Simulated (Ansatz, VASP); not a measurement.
**Two plane-wave programs on TaHg2**

```
Ta Hg
1.0
     3.07561    0.00000    0.00000
    -1.53781    2.66356    0.00000
     0.00000    0.00000    7.46325
Ta Hg
1 2
Direct
  0.00000 0.00000 0.00000
  0.33333 0.66667 0.32402
  0.66667 0.33333 0.67598
```

Alike in both runs: functional PBE; k mesh 6 × 6 × 4; occupations gaussian, width 0.1 eV; no spin polarisation.

Ansatz relaxed the structure, and its values are those at the end. VASP's run is a single point on that final structure, the one shown.

```csv
,VASP,Ansatz
version,VASP 6.6.1,Ansatz 0.2.0
potentials or method,"VASP PAW PBE potentials, release 64 (Ta_pv, Hg), cutoff 520 eV","scalar-relativistic, plane waves, PAW"
valence electrons in the cell,35,53
```

VASP gave:

```
gap on the k mesh at the Fermi level (eV) : none
pressure (GPa)                            : 0.8
rms of the force components (eV/Å)        : 0.005
```

Which values does Ansatz return?

gap on the k mesh at the Fermi level (eV): none; pressure (GPa): 0.3; rms of the force components (eV/Å): 0.004.

A gap of «none» marks a metal or a gap that the smearing closes. VASP's potentials hold 35 valence electrons a cell and Ansatz's 53, so a difference there can come from the potentials and not from the codes.

The k mesh is coarse, so the values compare programs but aren't converged. Neither program's run includes spin-orbit coupling.
